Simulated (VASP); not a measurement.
## Ir: single point with PBE

Ir, a wire with vacuum:

```
Ir
1.0
    11.20000    0.00000    0.00000
     0.00000    9.30000    0.00000
     0.00000    0.00000    2.48920
Ir
2
Direct
  0.40265 0.50000 0.00000
  0.59735 0.50000 0.50000
```

```
Program                : VASP 6.6.1
Task                   : single point
Functional             : PBE
Potentials or basis    : VASP PAW PBE potentials, release 64 (Ir)
Cutoff                 : 520 eV
k mesh                 : 1 × 1 × 25
Occupations            : gaussian, width 0.05 eV
Spin                   : collinear spin, ferromagnetic start
Starting moments       : [1.5, 1.5] μB
Dipole correction      : no
Further INCAR settings : ALGO = Normal; EDIFF = 1e-06; NBANDS = 20
```

```
Largest force                                         : 0.082 eV/Å
Net moment                                            : 2.37 μB per cell
Site moments                                          : Ir +1.04 μB
Valence electrons inside the program's atomic spheres : Ir 8.09
```

Forces on the atoms (eV/Å):
```
Ir  -0.082  0.000  0.000
Ir   0.082  0.000  0.000
```

Levels at points of the mesh, in eV from the Fermi level:
Spin up:
| k point | band 8 | band 9 | band 10 | band 11 | band 12 | band 13 |
| --- | --- | --- | --- | --- | --- | --- |
| (0.00, 0.00, 0.00) | -1.00 | -0.81 | 0.34 | 0.92 | 1.61 | 1.97 |
Spin down:
| k point | band 5 | band 6 | band 7 | band 8 | band 9 | band 10 | band 11 | band 12 |
| --- | --- | --- | --- | --- | --- | --- | --- | --- |
| (0.00, 0.00, 0.00) | -1.87 | -0.89 | -0.59 | -0.13 | 0.05 | 0.92 | 1.51 | 2.27 |

It took 2.3 min on 1 thread of Intel(R) Xeon(R) 6975P-C (Granite Rapids), on a shared host, peak memory 0.46 GiB.

Caveat: spin-orbit coupling is left out, which moves the levels of the heavy elements.
